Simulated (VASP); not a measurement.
A run of VASP 6.6.1 is set up as follows.

INCAR

```
  PREC = Accurate
  ENCUT = 520
  EDIFF = 1E-7
  ISMEAR = 0
  SIGMA = 0.1
  LREAL = False
  LASPH = True
  NELM = 80
  ALGO = Normal
  ISIF = 2
  LWAVE = False
  LCHARG = False
  GGA = PE
  NBANDS = 31
```

The input KPOINTS:

```
regular mesh
0
Gamma
  6 6 6
```

Contents of POSCAR:

```
AlIn2Sb2As
1.0
   -2.3631819300      2.3631819300      6.1901240100
    2.3631819300     -2.3631819300      6.1901240100
    2.3631819300      2.3631819300     -6.1901240100
Al In Sb As
1 2 2 1
Direct
    0.5000000000      0.5000000000      0.0000000000
    0.1424100000      0.1424100000      0.0000000000
    0.8575900000      0.8575900000      0.0000000000
    0.7500000000      0.2500000000      0.5000000000
    0.2500000000      0.7500000000      0.5000000000
    0.0000000000      0.0000000000      0.0000000000
```

Potentials or basis: VASP PAW PBE potentials, release 64 (Al, In_d, Sb, As).

The run is started by

```sh
$ cat potpaw_PBE.64/Al/POTCAR potpaw_PBE.64/In_d/POTCAR potpaw_PBE.64/Sb/POTCAR potpaw_PBE.64/As/POTCAR > POTCAR
$ mpirun -np 1 vasp_std > vasp.out
```

**Question.** Estimate the pressure.

**Answer.** 64.8 GPa.

**Question.** Estimate the largest force.

**Answer.** 30.851 eV/Å.

**Question.** Estimate the band gap on the k mesh.

**Answer.** Zero (bands 22 and 23 overlap by 1.90 eV).

Forces in eV/Å, atoms in the order of the input:
```
Al    0.000   0.000   0.000
In    0.000   0.000  30.851
In    0.000   0.000 -30.851
Sb    0.000   0.000   0.000
Sb    0.000   0.000   0.000
As    0.000   0.000   0.000
```

Caveat: atoms lie so close that the PAW spheres overlap strongly, which falsifies energies and pressures; the stress differs along the axes, from 18 to 157 GPa; spin-orbit coupling is left out, which moves the levels of the heavy elements; forces of over 1 eV/Å act on the atoms, so gaps and moduli don't describe the material at rest.
